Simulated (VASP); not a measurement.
# BN (P6_3mc) in VASP: a series of runs, part 3 of 3

VASP 6.6.1. The steps go on from the part before.

## 5. Relaxation of cell and atoms, r2SCAN

The input, POSCAR:

```
BN
1.0
    2.5545044022      0.0000000000      0.0000000000
   -1.2772522011      2.2122657064      0.0000000000
    0.0000000000      0.0000000000      4.2245317495
B N
2 2
Direct
    0.6666666667      0.3333333333      0.0001896643
    0.3333333333      0.6666666667      0.5001896643
    0.6666666667      0.3333333333      0.3748103357
    0.3333333333      0.6666666667      0.8748103357
```

The input, INCAR.step1:

```
SYSTEM = BN
PREC     = Accurate       ! precision mode
ENCUT    = 600            ! plane-wave cutoff, eV
ISMEAR   = -1             ! smearing method
SIGMA    = 0.02           ! smearing width, eV
LREAL    = .False.        ! projectors in reciprocal space
LASPH    = .True.         ! aspherical terms in the spheres
NELM     = 100            ! most SCF steps
GGA      = PE             ! functional
ALGO     = Normal         ! electronic algorithm
EDIFF    = 1E-4           ! SCF threshold, eV
LWAVE    = .True.         ! write WAVECAR
LCHARG   = .False.        ! write CHGCAR
```

The input, INCAR.step2:

```
SYSTEM = BN
PREC     = Accurate       ! precision mode
ENCUT    = 600            ! plane-wave cutoff, eV
EDIFF    = 1E-6           ! SCF threshold, eV
ISMEAR   = -1             ! smearing method
SIGMA    = 0.02           ! smearing width, eV
LREAL    = .False.        ! projectors in reciprocal space
LASPH    = .True.         ! aspherical terms in the spheres
NELM     = 100            ! most SCF steps
ALGO     = Normal         ! electronic algorithm
ISIF     = 3              ! what is computed and relaxed
LWAVE    = .False.        ! write WAVECAR
LCHARG   = .False.        ! write CHGCAR
METAGGA  = R2SCAN         ! meta-GGA
LMIXTAU  = .True.       
IBRION   = 2              ! ionic algorithm
NSW      = 80             ! ionic steps
EDIFFG   = -0.005         ! ionic threshold
ISTART   = 1
```

The input, KPOINTS:

```
regular mesh
0
Gamma
  12 12 6
  0 0 0
```

Potentials or basis: VASP PAW PBE potentials, release 64 (B, N).

Launch:

```
> cat potpaw_PBE.64/B/POTCAR potpaw_PBE.64/N/POTCAR > POTCAR
> cp INCAR.step1 INCAR
> mpirun -np 1 vasp_std > vasp.out
> cp INCAR.step2 INCAR
> mpirun -np 1 vasp_std > vasp.out
```

OUTCAR:

```text
SYSTEM = BN
   PREC = Accurate
   ENCUT = 600
   EDIFF = 1E-6
   ISMEAR = -1
   LREAL = .False.
   LASPH = .True.
   NELM = 100
   ISIF = 3
   METAGGA = R2SCAN
   IBRION = 2
   NSW = 80
   EDIFFG = -0.005
   ISTART = 1

 ion  position               nearest neighbor table
   1  0.667  0.333  0.000-   4 1.57   4 1.57   4 1.57   3 1.58
   2  0.333  0.667  0.500-   3 1.57   3 1.57   3 1.57   4 1.58
   3  0.667  0.333  0.375-   2 1.57   2 1.57   2 1.57   1 1.58
   4  0.333  0.667  0.875-   1 1.57   1 1.57   1 1.57   2 1.58

  LATTYP: Found a hexagonal cell.
 ALAT       =     2.5545044022
 C/A-ratio  =     1.6537578662

  Lattice vectors:

 A1 = (   2.5545044022,   0.0000000000,   0.0000000000)
 A2 = (  -1.2772522011,   2.2122657064,   0.0000000000)
 A3 = (   0.0000000000,   0.0000000000,   4.2245317495)

Analysis of symmetry for initial positions (statically):
=====================================================================
 Subroutine PRICEL returns:
 Original cell was already a primitive cell.

 Routine SETGRP: Setting up the symmetry group for a
 hexagonal supercell.

 Subroutine GETGRP returns: Found 12 space group operations
 (whereof  6 operations were pure point group operations)
 out of a pool of 24 trial point group operations.

The static configuration has the point symmetry C_3v.
 The point group associated with its full space group is C_6v.

Analysis of symmetry for dynamics (positions and initial velocities):
=====================================================================
 Subroutine PRICEL returns:
 Original cell was already a primitive cell.

 Routine SETGRP: Setting up the symmetry group for a
 hexagonal supercell.

 Subroutine GETGRP returns: Found 12 space group operations
 (whereof  6 operations were pure point group operations)
 out of a pool of 24 trial point group operations.

The dynamic configuration has the point symmetry C_3v.
 The point group associated with its full space group is C_6v.

 Subroutine INISYM returns: Found 12 space group operations
 (whereof  6 operations are pure point group operations),
 and found     1 'primitive' translations

----------------------------------------------------------------------------------------

                                     Primitive cell

  volume of cell :      23.8739

  direct lattice vectors                    reciprocal lattice vectors
     2.554504402  0.000000000  0.000000000     0.391465366  0.226012634  0.000000000
    -1.277252201  2.212265706  0.000000000     0.000000000  0.452025269  0.000000000
     0.000000000  0.000000000  4.224531749     0.000000000  0.000000000  0.236712625

  length of vectors
     2.554504402  2.554504402  4.224531749     0.452025269  0.452025269  0.236712625

  position of ions in fractional coordinates (direct lattice)
     0.666666667  0.333333333  0.000189664
     0.333333333  0.666666667  0.500189664
     0.666666667  0.333333333  0.374810336
     0.333333333  0.666666667  0.874810336

[... 62 lines left out ...]
   total plane-waves  NPLWV =  14400
   dimension x,y,z NGX =    20 NGY =   20 NGZ =   36
   dimension x,y,z NGXF=    40 NGYF=   40 NGZF=   72
   ions per type =               2   2
   NGX,Y,Z   is equivalent  to a cutoff of  13.02, 13.02, 14.17 a.u.
   NGXF,Y,Z  is equivalent  to a cutoff of  26.03, 26.03, 28.33 a.u.
 SYSTEM =  BN
   PREC   = accura    normal or accurate (medium, high low for compatibility)
   ISTART =      1    job   : 0-new  1-cont  2-samecut
   ICHARG =      0    charge: 1-file 2-atom 10-const
   ISPIN  =      1    spin polarized calculation?
   LNONCOLLINEAR =      F non collinear calculations
   LSORBIT =      F    spin-orbit coupling
   LASPH  =      T    aspherical Exc in radial PAW
   ENCUT  =  600.0 eV  44.10 Ry    6.64 a.u.   5.10  5.10  8.44*2*pi/ulx,y,z
   NELM   =    100;   NELMIN=  2; NELMDL=  0     # of ELM steps
   EDIFF  = 0.1E-05   stopping-criterion for ELM
   LREAL  =      F    real-space projection
   EDIFFG = -.5E-02   stopping-criterion for IOM
   NSW    =     80    number of steps for IOM
   IBRION =      2    ionic relax: 0-MD 1-quasi-New 2-CG
   NFREE  =      1    steps in history (QN), initial steepest desc. (CG)
   ISIF   =      3    stress and relaxation
   ISYM   =      2    0-nonsym 1-usesym 2-fastsym
   POTIM  = 0.5000    time-step for ionic-motion
   TEBEG  =    0.0;   TEEND  =   0.0 temperature during run
   PSTRESS=    0.0 pullay stress
   NELECT =      16.0000    total number of electrons
   NUPDOWN=      -1.0000    fix difference up-down
   EMIN   =  10.00;   EMAX   =-10.00  energy-range for DOS
   EFERMI =   0.00;   METHOD = LEGACY
   ISMEAR =    -1;   SIGMA  =   0.02  broadening in eV -4-tet -1-fermi 0-gaus
   EFERMI_NEDOS =   21; number of points for ismear=-14 and -15
   IALGO  =     38    algorithm
   IMIX   =      4    mixing-type and parameters
     AMIX     =   0.40;   BMIX     =  1.00
     AMIX_MAG =   1.60;   BMIX_MAG =  1.00
  volume/ion in A,a.u.               =       5.97        40.28
  Fermi-wavevector in a.u.,A,eV,Ry     =   1.432652  2.707319 27.925838  2.052491
  Thomas-Fermi vector in A             =   2.552256
   LORBIT       =      0    0 simple, 1 ext, 2 COOP (PROOUT), +10 PAW based schemes
   METAGGA = R2SCAN    functional components
   LHFCALC =     F    Hartree Fock is set to
   AEXX    =    0.0000 exact exchange contribution
   IVDW    =     0    specifies the selected vdW correction
   LEPSILON=     F    determine dielectric tensor
   LRPA    =     F    only Hartree local field effects (RPA)
 conjugate gradient relaxation of ions
 non-spin polarized calculation
  energy-cutoff  :      600.00
  volume of cell :       23.87
 maximum number of plane-waves:       807
   NGX = 11   NGY = 11   NGZ = 17

--------------------------------------- Ionic step        1  -------------------------------------------

 number of electron      16.0000003 magnetization

 Free energy of the ion-electron system (eV)
  ---------------------------------------------------
  ext. energy  EPLUGINS =         0.00000000
  ---------------------------------------------------
  free energy    TOTEN  =       -38.27030619 eV

  energy without entropy =      -38.27030619  energy(sigma->0) =      -38.27030619

------------------------ aborting loop because EDIFF is reached ----------------------------------------

  FORCE on cell =-STRESS in cart. coord.  units (eV):
  Direction    XX          YY          ZZ          XY          YZ          ZX
  --------------------------------------------------------------------------------------
  -------------------------------------------------------------------------------------
  Total       -0.5348980     -0.5348980     -0.5196529      0.0000000      0.0000000      0.0000000
  in kB      -35.8970733    -35.8970733    -34.8739697      0.0000000      0.0000000      0.0000000
  external PRESSURE =     -35.5560388 kB  Pullay stress =       0.0000000 kB
[... 139 lines left out ...]
--------------------------------------- Ionic step        5  -------------------------------------------

 number of electron      16.0000003 magnetization

 Free energy of the ion-electron system (eV)
  ---------------------------------------------------
  ext. energy  EPLUGINS =         0.00000000
  ---------------------------------------------------
  free energy    TOTEN  =       -38.27276585 eV

  energy without entropy =      -38.27276585  energy(sigma->0) =      -38.27276585

 E-fermi :   7.8424     XC(G=0): -13.6294

 val. band max:        7.3882733750   @ k =   0.0000   0.0000   0.0000
 cond. band min:      13.1111051313   @ k =   0.3333   0.3333   0.0000
 fundamental gap:      5.7228317563
 Fermi energy:         7.8423638126

 k-point     1 :       0.0000    0.0000    0.0000
  band No.  band energies     occupation
      1     -14.0686      2.00000
      2      -9.8426      2.00000
      3      -3.9133      2.00000
      4       5.1844      2.00000
      5       5.1844      2.00000
      6       7.1182      2.00000
      7       7.3883      2.00000
      8       7.3883      2.00000
      9      16.4510      0.00000
     10      16.4510      0.00000
     11      16.6830      0.00000
     12      17.5675      0.00000
[... 331 lines left out ...]
 k-point    24 :       0.3333    0.0000    0.1667
  band No.  band energies     occupation
      1     -11.5517      2.00000
      2      -8.7579      2.00000
      3      -1.7728      2.00000
      4      -0.2580      2.00000
      5       1.1362      2.00000
      6       2.9287      2.00000
      7       4.8179      2.00000
      8       5.4144      2.00000
      9      14.8438      0.00000
     10      16.3900      0.00000
     11      19.1064      0.00000
     12      19.1292      0.00000

 [... further k-points ...]

------------------------ aborting loop because EDIFF is reached ----------------------------------------

  FORCE on cell =-STRESS in cart. coord.  units (eV):
  Direction    XX          YY          ZZ          XY          YZ          ZX
  --------------------------------------------------------------------------------------
  -------------------------------------------------------------------------------------
  Total        0.0002393      0.0002393      0.0021085      0.0000000      0.0000000      0.0000000
  in kB        0.0162064      0.0162064      0.1428184      0.0000000      0.0000000      0.0000000
  external PRESSURE =       0.0584104 kB  Pullay stress =       0.0000000 kB
[... 19 lines left out ...]
  FREE ENERGIE OF THE ION-ELECTRON SYSTEM (eV)
  ---------------------------------------------------
  free  energy   TOTEN  =       -38.2727658452 eV

  energy  without entropy=      -38.2727658452  energy(sigma->0) =      -38.27276585

 reached required accuracy - stopping structural energy minimisation
```

Wall time 2.7 min (1 thread of Intel Xeon Platinum 8488C (Sapphire Rapids), shared host); peak memory 0.15 GiB.

What came out:

| Quantity | Value |
| --- | --- |
| Free energy | -38.2728 eV |
| Relaxed volume | 5.91 Å³/atom |
| Relaxed cell | a = 2.547 Å, b = 2.547 Å, c = 4.212 Å, α = 90.00°, β = 90.00°, γ = 120.00° |
| Space group after relaxing (to 0.05 Å) | P6_3mc (No. 186) |
| Energy gained by relaxing | 0.6 meV/atom |
| Ionic steps | 5 |
| Pressure after relaxing | 0.0 GPa |
| Band gap on the k mesh | 5.72 eV, indirect (least direct gap 8.97 eV) |

Step by step:
```
step  energy change (eV)  largest force (eV/Å)  pressure (GPa)  volume (Å³)
   1              0.0000                0.0041           -3.56        23.87
   2              0.0004                0.0202            3.99        23.42
   3             -0.0025                0.0073            0.00        23.65
   4             -0.0025                0.0075            0.01        23.65
   5             -0.0025                0.0003            0.01        23.65
```

Final structure:
```
B N
1.0
     2.54653    0.00000    0.00000
    -1.27326    2.20536    0.00000
     0.00000    0.00000    4.21191
B N
2 2
Cartesian
  1.2733 0.7351 0.0009
  0.0000 1.4702 2.1068
  1.2733 0.7351 1.5786
  0.0000 1.4702 3.6846
```

Levels at points of the mesh, in eV from the valence-band top:
```csv
k point,band 5,band 6,band 7,band 8,band 9,band 10,band 11,band 12
"(0.00, 0.00, 0.00)",-2.20,-0.27,0.00,0.00,9.06,9.06,9.29,10.18
"(0.50, 0.00, 0.00)",-7.19,-5.18,-4.52,-2.19,7.29,8.59,11.36,12.20
"(0.00, 0.00, 0.50)",-1.22,-1.22,-1.22,-1.22,10.22,10.22,10.67,10.67
"(0.50, 0.00, 0.50)",-3.91,-3.91,-3.72,-3.72,7.19,7.19,10.70,10.70
```

Caveat: the PAW data sets were made with another functional, which shifts forces and pressure a little.

## 6. Single point, r2SCAN

This run uses another cell than the first one, of 5.90 Å³/atom, 0.988 times its volume.

The input, POSCAR:

```
BN
1.0
    2.5439493036      0.0000000000      0.0000000000
   -1.2719746518      2.2031247228      0.0000000000
    0.0000000000      0.0000000000      4.2078167811
B N
2 2
Direct
    0.6666666667      0.3333333333      0.0002035744
    0.3333333333      0.6666666667      0.5002035744
    0.6666666667      0.3333333333      0.3747964256
    0.3333333333      0.6666666667      0.8747964256
```

The input, INCAR.step1:

```
SYSTEM = BN
PREC = Accurate
ENCUT = 910
ISMEAR = -1
SIGMA = 0.02
LREAL = .FALSE.
LASPH = .TRUE.
NELM = 120
NBANDS = 16
GGA = PE
ALGO = Normal
EDIFF = 1E-5
LWAVE = .TRUE.
LCHARG = .FALSE.
GGA_COMPAT = .FALSE.
```

The input, INCAR.step2:

```
SYSTEM = BN
PREC = Accurate
ENCUT = 910
EDIFF = 1E-6
ISMEAR = -1
SIGMA = 0.02
LREAL = .FALSE.
LASPH = .TRUE.
NELM = 120
ALGO = Normal
ISIF = 2
LWAVE = .FALSE.
LCHARG = .FALSE.
METAGGA = R2SCAN
LMIXTAU = .TRUE.
NBANDS = 16
ISTART = 1
GGA_COMPAT = .FALSE.
```

The input, KPOINTS:

```
Automatic mesh
0
G
  12 12 6
  0 0 0
```

Potentials or basis: VASP PAW PBE potentials, release 64 (B_h, N_h).

Launch:

```
> cat potpaw_PBE.64/B_h/POTCAR potpaw_PBE.64/N_h/POTCAR > POTCAR
> cp INCAR.step1 INCAR
> mpirun -np 1 vasp_std > vasp.out
> cp INCAR.step2 INCAR
> mpirun -np 1 vasp_std > vasp.out
```

Wall time 4.3 min (1 thread of AMD EPYC 7R43 (Zen 3), shared host); peak memory 0.17 GiB.

The run converged. Its results:

```yaml
Free_energy: -38.3217 eV
Pressure: -0.6 GPa
Band_gap_on_the_k_mesh: 5.74 eV, indirect (least direct gap 9.00 eV)
```

Forces on the atoms (eV/Å):
```
B    0.000  0.000 -0.003
B    0.000  0.000 -0.003
N    0.000  0.000  0.003
N    0.000  0.000  0.003
```

Levels at points of the mesh, in eV from the valence-band top:
```
           k point  band 6  band 7  band 8  band 9  band 10  band 11
(0.00, 0.00, 0.00)   -0.27    0.00    0.00    9.10     9.10     9.33
(0.50, 0.00, 0.00)   -5.18   -4.53   -2.19    7.31     8.61    11.40
(0.00, 0.00, 0.50)   -1.22   -1.22   -1.22   10.25    10.25    10.71
(0.50, 0.00, 0.50)   -3.92   -3.72   -3.72    7.21     7.21    10.72
```

Caveat: the cutoff is under 1.25 times the usual one of these potentials, so pressure, stress and relaxed cells hold a basis-set (Pulay) error; the PAW data sets were made with another functional, which shifts forces and pressure a little.

## 7. Summary

| task | level | potentials or basis | cell | cutoff (eV) | smearing | second run | gap on the mesh (eV) | pressure (GPa) | relaxed volume (Å³/atom) |
| --- | --- | --- | --- | --- | --- | --- | --- | --- | --- |
| relaxation of cell and atoms | LDA | VASP PAW LDA potentials, release 64 (B, N) | relaxed from a = 2.555, b = 2.555, c = 4.225 Å, angles 90.0, 90.0, 120.0°, 4 atoms | 600 | fermi-dirac 0.02 eV | - | 4.91 | 0.0 | 5.76 |
| single point | LDA | VASP PAW LDA potentials, release 64 (B_h, N_h) | a = 2.523, b = 2.523, c = 4.175 Å, angles 90.0, 90.0, 120.0°, 4 atoms | 910 | fermi-dirac 0.02 eV | hard_potentials | 4.91 | 0.4 | - |
| single point | r2SCAN | VASP PAW PBE potentials, release 64 (B_h, N_h) | a = 2.544, b = 2.544, c = 4.208 Å, angles 90.0, 90.0, 120.0°, 4 atoms | 910 | gaussian 0.01 eV | hard_potentials | 5.74 | -0.6 | - |
| relaxation of cell and atoms | r2SCAN | VASP PAW PBE potentials, release 64 (B, N) | relaxed from a = 2.555, b = 2.555, c = 4.225 Å, angles 90.0, 90.0, 120.0°, 4 atoms | 600 | fermi-dirac 0.02 eV | - | 5.72 | 0.0 | 5.91 |
| single point | r2SCAN | VASP PAW PBE potentials, release 64 (B_h, N_h) | a = 2.544, b = 2.544, c = 4.208 Å, angles 90.0, 90.0, 120.0°, 4 atoms | 910 | fermi-dirac 0.02 eV | hard_potentials | 5.74 | -0.6 | - |

Alike in all rows: no spin polarisation; k mesh 12 × 12 × 6.

Caveats: the cutoff is under 1.25 times the usual one of these potentials, so pressure, stress and relaxed cells hold a basis-set (Pulay) error (some runs); the PAW data sets were made with another functional, which shifts forces and pressure a little (some runs).

Absolute energies hang on the potentials; compare differences alone.
